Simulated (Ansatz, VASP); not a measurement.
One calculation of C, two programs

File POSCAR:

```
C
1.0
    0.0000000000      1.7834400000      1.7834400000
    1.7834400000      0.0000000000      1.7834400000
    1.7834400000      1.7834400000      0.0000000000
C
2
Direct
    0.5000000000      0.5000000000      0.5000000000
    0.7500000000      0.7500000000      0.7500000000
```

File INCAR.step1:

```
SYSTEM = C
PREC     = Accurate       ! precision mode
ENCUT    = 660            ! plane-wave cutoff, eV
ISMEAR   = -1             ! smearing method
SIGMA    = 0.05           ! smearing width, eV
LREAL    = .False.        ! projectors in reciprocal space
LASPH    = .True.         ! aspherical terms in the spheres
NELM     = 120            ! most SCF steps
NBANDS   = 11             ! bands
GGA      = PE             ! functional
ALGO     = Normal         ! electronic algorithm
EDIFF    = 1E-5           ! SCF threshold, eV
LWAVE    = .True.         ! write WAVECAR
LCHARG   = .False.        ! write CHGCAR
GGA_COMPAT= .False.
```

The input INCAR.step2:

```
SYSTEM = C
PREC     = Accurate       ! precision mode
ENCUT    = 660            ! plane-wave cutoff, eV
EDIFF    = 1E-6           ! SCF threshold, eV
ISMEAR   = -1             ! smearing method
SIGMA    = 0.05           ! smearing width, eV
LREAL    = .False.        ! projectors in reciprocal space
LASPH    = .True.         ! aspherical terms in the spheres
NELM     = 120            ! most SCF steps
ALGO     = Normal         ! electronic algorithm
ISIF     = 2              ! what is computed and relaxed
LWAVE    = .False.        ! write WAVECAR
LCHARG   = .False.        ! write CHGCAR
METAGGA  = R2SCAN         ! meta-GGA
LMIXTAU  = .True.       
NBANDS   = 11             ! bands
ISTART   = 1            
GGA_COMPAT= .False.
```

File KPOINTS:

```
Automatic mesh
0
Gamma
  12 12 12
  0 0 0
```

Input for Ansatz:

```yaml
crystal:
  lattice:
    - [0.0, 1.78344, 1.78344]
    - [1.78344, 0.0, 1.78344]
    - [1.78344, 1.78344, 0.0]
  atoms:
    - { symbol: C, position: [0.5, 0.5, 0.5] }
    - { symbol: C, position: [0.75, 0.75, 0.75] }
hamiltonian:
  xc: r2scan
  pseudopotentials: { kind: paw }
basis:
  ecutwfc: 500
kpoints:
  mp_grid: { grid: [12, 12, 12] }
scf:
  occupations: { method: fermi_dirac, width: 0.05 }
  lower_state_search: "off"
  max_iter: 70
output:
  forces: true
  stress: true
```

Alike in both runs: task single point; functional r2SCAN; k mesh 12 × 12 × 12; occupations fermi-dirac, width 0.05 eV; no spin polarisation.

|  | VASP | Ansatz |
| --- | --- | --- |
| version | VASP 6.6.1 | Ansatz 0.2.0 |
| potentials or method | VASP PAW PBE potentials, release 64 (C), cutoff 660 eV | PAW, plane waves, scalar-relativistic |
| valence electrons in the cell | 8 | 8 |

|  | VASP | Ansatz | Ansatz less VASP |
| --- | --- | --- | --- |
| pressure (GPa) | -2.4 | -2.5 | -0.12 |

VASP's potentials were made for PBE, not for r2SCAN.
